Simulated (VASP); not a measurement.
The system is NaCl.

```
Na Cl
1.0
     2.81000    2.81000    0.00000
    -2.81000    2.81000    0.00000
     0.00000    2.81000    2.81000
Na Cl
1 1
Direct
  0.00000 0.00000 0.00000
  0.50000 0.50000 0.00000
```

```yaml
Program: VASP 6.6.1
Task: relaxation of cell and atoms
Functional: LDA
Potentials_or_basis: VASP PAW LDA potentials, release 64 (Na_pv, Cl)
Cutoff: 600 eV
k_mesh: 12 × 12 × 12
Occupations: fermi-dirac, width 0.1 eV
Spin: no spin polarisation
```

At the start: pressure -2.2 GPa; volume 22.19 Å³/atom.

**Question.** Where does the relaxation end?

**Answer.** Over 4 steps the energy falls by 13.2 meV/atom and the volume is 20.41 Å³/atom (-8.0 %); space group Fm-3m (No. 225, to 0.1 Å) before and after.

The path:
```tsv
step	energy change (eV)	largest force (eV/Å)	pressure (GPa)	volume (Å³)
1	0.0000	0.0000	-2.20	44.38
2	-0.0204	0.0000	-1.15	42.45
3	-0.0264	0.0000	-0.10	40.94
4	-0.0264	0.0000	0.01	40.81
```

Final structure:
```xyz
2
Lattice="2.7327 2.7327 0.0000 -2.7327 2.7327 0.0000 0.0000 2.7327 2.7327" Properties=species:S:1:pos:R:3 pbc="T T T"
Na    0.0000    5.4654    0.0000
Cl    0.0000    2.7327    0.0000
```
